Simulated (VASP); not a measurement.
# PC6 (I4/mmm) in VASP: single point with PBE

Aim: the single point of PC6 with PBE.

All numbers are computed with VASP 6.6.1; they aren't measurements. Logs are shortened: lines on timing, memory, paths and dates and some standing lists are left out, and cuts for length are marked.

### Step 1. The cell of the first run

It takes space group I4/mmm (No. 139, tetragonal). The conventional cell has a = 5.033 Å, b = 5.033 Å, c = 5.299 Å, α = 90.00°, β = 90.00°, γ = 90.00°. P (site symmetry 4/mmm) has 6 C at 1.89 to 2.01 Å within 2.5 Å. Within 1.7 Å of C (site symmetry m2m) lie 1 C at 1.25 Å. C (site symmetry 4mm) has 1 C at 1.27 Å within 1.7 Å.

### Step 2. Single point, PBE, collinear spin, ferromagnetic start

Contents of INCAR:

```
ALGO     = Normal         # electronic algorithm
EDIFF    = 1E-6           # SCF threshold, eV
ENCUT    = 520            # plane-wave cutoff, eV
GGA      = PE             # functional
ISIF     = 2              # what is computed and relaxed
ISMEAR   = 0              # smearing method
ISPIN    = 2              # spin polarisation
LASPH    = True           # aspherical terms in the spheres
LCHARG   = False          # write CHGCAR
LORBIT   = 11             # projections on sites
LREAL    = False          # projectors in reciprocal space
LWAVE    = False          # write WAVECAR
MAGMOM   = 0 1 1 1 1 1 1  # initial moments
NBANDS   = 28             # bands
NELM     = 150            # most SCF steps
PREC     = Accurate       # precision mode
SIGMA    = 0.1            # smearing width, eV
```

Contents of KPOINTS:

```
k-points
0
Gamma
  6 6 6
```

Contents of POSCAR:

```
PC6
1.0
   -2.5164959210      2.5164959210      2.6493547537
    2.5164959210     -2.5164959210      2.6493547537
    2.5164959210      2.5164959210     -2.6493547537
P C
1 6
Direct
    0.0000000000      0.0000000000      0.0000000000
    0.0000000000      0.6237839794      0.6237839794
    0.0000000000      0.3762160206      0.3762160206
    0.6197653600      0.6197653600      0.0000000000
    0.3802346400      0.3802346400      0.0000000000
    0.6237839794      0.0000000000      0.6237839794
    0.3762160206      0.0000000000      0.3762160206
```

Potentials or basis: VASP PAW PBE potentials, release 64 (P, C).

Launch:

```
$ cat potpaw_PBE.64/P/POTCAR potpaw_PBE.64/C/POTCAR > POTCAR
$ mpirun -np 1 vasp_std > vasp.out
```

OUTCAR:

```text
EDIFF = 1E-6
   ENCUT = 520
   GGA = PE
   ISIF = 2
   ISMEAR = 0
   ISPIN = 2
   LASPH = True
   LORBIT = 11
   LREAL = False
   NELM = 150
   PREC = Accurate

 ion  position               nearest neighbor table
   1  0.000  0.000  0.000-   2 1.89   3 1.89   6 1.89   7 1.89   4 2.01   5 2.01
   2  0.000  0.624  0.624-   3 1.25   1 1.89
   3  0.000  0.376  0.376-   2 1.25   1 1.89
   4  0.620  0.620  0.000-   5 1.27   1 2.01
   5  0.380  0.380  0.000-   4 1.27   1 2.01
   6  0.624  0.000  0.624-   7 1.25   1 1.89
   7  0.376  0.000  0.376-   6 1.25   1 1.89

  LATTYP: Found a body centered tetragonal cell.
 ALAT       =     5.0329918420
 C/A-ratio  =     1.0527951711

  Lattice vectors:

 A1 = (  -2.5164959210,   2.5164959210,   2.6493547537)
 A2 = (   2.5164959210,  -2.5164959210,   2.6493547537)
 A3 = (   2.5164959210,   2.5164959210,  -2.6493547537)

Analysis of symmetry for initial positions (statically):
=====================================================================
 Subroutine PRICEL returns:
 Original cell was already a primitive cell.

 Routine SETGRP: Setting up the symmetry group for a
 body centered tetragonal supercell.

 Subroutine GETGRP returns: Found 16 space group operations
 (whereof 16 operations were pure point group operations)
 out of a pool of 16 trial point group operations.

The static configuration has the point symmetry D_4h.

Analysis of symmetry for dynamics (positions and initial velocities):
=====================================================================
 Subroutine PRICEL returns:
 Original cell was already a primitive cell.

 Routine SETGRP: Setting up the symmetry group for a
 body centered tetragonal supercell.

 Subroutine GETGRP returns: Found 16 space group operations
 (whereof 16 operations were pure point group operations)
 out of a pool of 16 trial point group operations.

The dynamic configuration has the point symmetry D_4h.

Analysis of structural, dynamic, and magnetic symmetry:
=====================================================================
 Subroutine PRICEL returns:
 Original cell was already a primitive cell.

 Routine SETGRP: Setting up the symmetry group for a
 body centered tetragonal supercell.

 Subroutine GETGRP returns: Found 16 space group operations
 (whereof 16 operations were pure point group operations)
 out of a pool of 16 trial point group operations.

[... 146 lines left out ...]
 NGX is ok and might be reduce to    36
   NGX = 17   NGY = 17   NGZ = 17

 number of electron      29.0000000 magnetization       0.0008012

 Free energy of the ion-electron system (eV)
  ---------------------------------------------------
  ext. energy  EPLUGINS =         0.00000000
  ---------------------------------------------------
  free energy    TOTEN  =       -46.73377796 eV

  energy without entropy =      -46.71761015  energy(sigma->0) =      -46.72569406

 E-fermi :   5.3961     XC(G=0): -10.9805

 val. band max:        5.3929470592   @ k =   0.5000   0.5000   0.3333
 cond. band min:       5.3983463723   @ k =  -0.1667   0.1667   0.0000
 fundamental gap:      0.0053993131
 Fermi energy:         5.3961231959

 spin component 1

 k-point     1 :       0.0000    0.0000    0.0000
  band No.  band energies     occupation
      1     -11.8704      1.00000
      2      -7.8216      1.00000
      3      -7.7268      1.00000
      4      -6.6606      1.00000
      5      -3.6244      1.00000
      6      -3.6244      1.00000
[... 685 lines left out ...]
     25      14.0761      0.00000
     26      18.5084      0.00000

 [... further k-points ...]

 spin component 2

 k-point     1 :       0.0000    0.0000    0.0000
  band No.  band energies     occupation
      1     -11.8702      1.00000
      2      -7.8214      1.00000
      3      -7.7265      1.00000
      4      -6.6605      1.00000
      5      -3.6244      1.00000
      6      -3.6244      1.00000
[... 685 lines left out ...]
     25      14.0762      0.00000
     26      18.5085      0.00000

 [... further k-points ...]

 [bands above 26 left out]

------------------------ aborting loop because EDIFF is reached ----------------------------------------

  FORCE on cell =-STRESS in cart. coord.  units (eV):
  Direction    XX          YY          ZZ          XY          YZ          ZX
  --------------------------------------------------------------------------------------
  -------------------------------------------------------------------------------------
  Total        0.0298376      0.0298376      0.0060060      0.0000000      0.0000000      0.0000000
  in kB        0.7123309      0.7123309      0.1433859      0.0000000      0.0000000      0.0000000
  external PRESSURE =       0.5226825 kB  Pullay stress =       0.0000000 kB

 VOLUME and BASIS-vectors are now :
 -----------------------------------------------------------------------------
  energy-cutoff  :      520.00
  volume of cell :       67.11
      direct lattice vectors                 reciprocal lattice vectors
    -2.516495921  2.516495921  2.649354754     0.000000000  0.198688977  0.188725198
     2.516495921 -2.516495921  2.649354754     0.198688977  0.000000000  0.188725198
     2.516495921  2.516495921 -2.649354754     0.198688977  0.198688977  0.000000000

 POSITION                                       TOTAL-FORCE (eV/Angst)
 -----------------------------------------------------------------------------------
      0.00000      0.00000      0.00000        -0.000000      0.000000     -0.000000
      3.13950      0.00000      0.00000         0.116875      0.000000     -0.000000
      1.89349      0.00000      0.00000        -0.116875     -0.000000      0.000000
      0.00000      0.00000      3.28396        -0.000000      0.000000      0.103173
      0.00000      0.00000      2.01475        -0.000000     -0.000000     -0.103173
      0.00000      3.13950      0.00000        -0.000000      0.116875     -0.000000
      0.00000      1.89349      0.00000        -0.000000     -0.116875      0.000000
 -----------------------------------------------------------------------------------
    total drift:                               -0.000000     -0.000000      0.000000

  FREE ENERGIE OF THE ION-ELECTRON SYSTEM (eV)
  ---------------------------------------------------
  free  energy   TOTEN  =       -46.7337779629 eV

  energy  without entropy=      -46.7176101530  energy(sigma->0) =      -46.72569406

 total charge

# of ion       s       p       d       tot
------------------------------------------
    1        0.863   1.300   0.000   2.163
    2        0.922   1.635   0.000   2.557
    3        0.922   1.635   0.000   2.557
    4        0.927   1.553   0.000   2.480
    5        0.927   1.553   0.000   2.480
    6        0.922   1.635   0.000   2.557
    7        0.922   1.635   0.000   2.557
--------------------------------------------------
tot          6.404  10.947   0.000  17.351

 magnetization (x)

# of ion       s       p       d       tot
------------------------------------------
    1       -0.000  -0.000   0.000  -0.000
    2        0.000   0.000   0.000   0.000
    3        0.000   0.000   0.000   0.000
    4        0.000   0.000   0.000   0.000
    5        0.000   0.000   0.000   0.000
    6        0.000   0.000   0.000   0.000
    7        0.000   0.000   0.000   0.000
--------------------------------------------------
tot          0.000   0.000   0.000   0.000
```

OSZICAR:

```text
N       E                     dE             d eps       ncg     rms          rms(c)
DAV:   1     0.726910866255E+02    0.72691E+02   -0.13796E+04  3360   0.925E+02
DAV:   2    -0.442181725676E+02   -0.11691E+03   -0.10656E+03  4388   0.189E+02
DAV:   3    -0.502999985040E+02   -0.60818E+01   -0.59863E+01  4048   0.388E+01
DAV:   4    -0.503565878072E+02   -0.56589E-01   -0.56545E-01  4224   0.442E+00
DAV:   5    -0.503573169629E+02   -0.72916E-03   -0.72908E-03  4020   0.483E-01    0.172E+01
DAV:   6    -0.472709072809E+02    0.30864E+01   -0.46205E+00  3728   0.131E+01    0.791E+00
DAV:   7    -0.467266868557E+02    0.54422E+00   -0.27210E+00  3880   0.857E+00    0.333E+00
DAV:   8    -0.467269142176E+02   -0.22736E-03   -0.23300E-01  3856   0.282E+00    0.180E+00
DAV:   9    -0.467324002956E+02   -0.54861E-02   -0.20505E-02  3880   0.942E-01    0.973E-01
DAV:  10    -0.467330069957E+02   -0.60670E-03   -0.41645E-03  3976   0.421E-01    0.521E-01
DAV:  11    -0.467336175712E+02   -0.61058E-03   -0.76098E-04  3952   0.166E-01    0.130E-01
DAV:  12    -0.467337343736E+02   -0.11680E-03   -0.24199E-04  4140   0.990E-02    0.549E-02
DAV:  13    -0.467337668071E+02   -0.32434E-04   -0.37912E-05  4040   0.360E-02    0.199E-02
DAV:  14    -0.467337765788E+02   -0.97716E-05   -0.11398E-05  3996   0.200E-02    0.888E-03
DAV:  15    -0.467337778962E+02   -0.13174E-05   -0.21077E-06  3776   0.810E-03    0.513E-03
DAV:  16    -0.467337779629E+02   -0.66728E-07   -0.89204E-08  2304   0.176E-03
   1 F= -.46733778E+02 E0= -.46725694E+02  d E =-.161678E-01  mag=     0.0004
```

Run time: 2.1 min. Hardware: 1 thread of Intel Xeon Platinum 8259CL at 2.50GHz (Skylake/Cascade Lake), shared host; peak memory 0.27 GiB.

What came out:

```
Free energy                                           : -46.7338 eV
Pressure                                              : 0.1 GPa
Largest force                                         : 0.117 eV/Å
Net moment                                            : 0.00 μB per cell
Valence electrons inside the program's atomic spheres : P 2.16; C 2.56, 2.48
```

Forces on the atoms (eV/Å):
```
P    0.000  0.000  0.000
C    0.117  0.000  0.000
C   -0.117  0.000  0.000
C    0.000  0.000  0.103
C    0.000  0.000 -0.103
C    0.000  0.117  0.000
C    0.000 -0.117  0.000
```
